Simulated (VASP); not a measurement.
Input of a VASP 6.6.1 run:

Contents of INCAR:

```
PREC = Accurate
ENCUT = 500
EDIFF = 1E-6
ISMEAR = 0
SIGMA = 0.05
LREAL = False
LASPH = True
NELM = 120
ALGO = Normal
ISIF = 2
LWAVE = False
LCHARG = True
GGA = PS
LELF = True
LVHAR = True
NBANDS = 10
GGA_COMPAT = False
```

KPOINTS

```
regular mesh
0
Gamma
  7 7 7
```

The input POSCAR:

```
K
1.0
    4.5249830354     -0.0000000251     -0.0000000434
   -1.5083276549      4.2661949272     -0.0000000434
   -1.5083276549     -2.1330974009      3.6946332206
K
1
Direct
    0.0000000000      0.0000000000      0.0000000000
```

Potentials or basis: VASP PAW PBE potentials, release 64 (K_sv).

The run is started by

```sh
$ cat potpaw_PBE.64/K_sv/POTCAR > POTCAR
$ mpirun -np 1 vasp_std > vasp.out
```

Task: What does it give for the pressure?

Result: 0.0 GPa.

Caveat: the PAW data sets were made with another functional, which shifts forces and pressure a little.
